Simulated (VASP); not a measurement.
Runs of VASP 6.6.1 on AlCl. The structure is that of space group P4/nmm (No. 129), or close to it. The cells are those of the table. 

```tsv
task	cell	k mesh	cutoff (eV)	k mesh for the DOS	occupations for the DOS	gap on the mesh (eV)	pressure (GPa)	largest force (eV/Å)
single point	a = 3.447, b = 3.654, c = 8.764 Å, 4 atoms	6 × 6 × 2	520	-	-	none	-0.1	0.05
relaxation of cell and atoms	relaxed from a = 4.383, b = 4.500, c = 5.011 Å, 4 atoms	4 × 4 × 4	600	-	-	none	0.0	0.01
single point	a = 4.383, b = 4.500, c = 5.011 Å, 4 atoms	4 × 4 × 4	520	-	-	none	(a)	25.47
single point	a = 3.557, b = 3.514, c = 9.026 Å, 4 atoms	14 × 12 × 6	520	-	-	none	-0.1	0.04
```

Alike in all rows: level PBE; potentials or basis VASP PAW PBE potentials, release 64 (Al, Cl); no spin polarisation; smearing gaussian 0.1 eV.

Problem. Fill in the values left out.

Solution. (a) 44.2.

Caveats: this functional lacks dispersion, which binds the layers, so the pressure and a relaxed spacing across them are unreliable (some runs); forces of over 1 eV/Å act on the atoms, so gaps and moduli don't describe the material at rest (some runs).

A gap of «none» marks levels without a gap at the run's occupations.
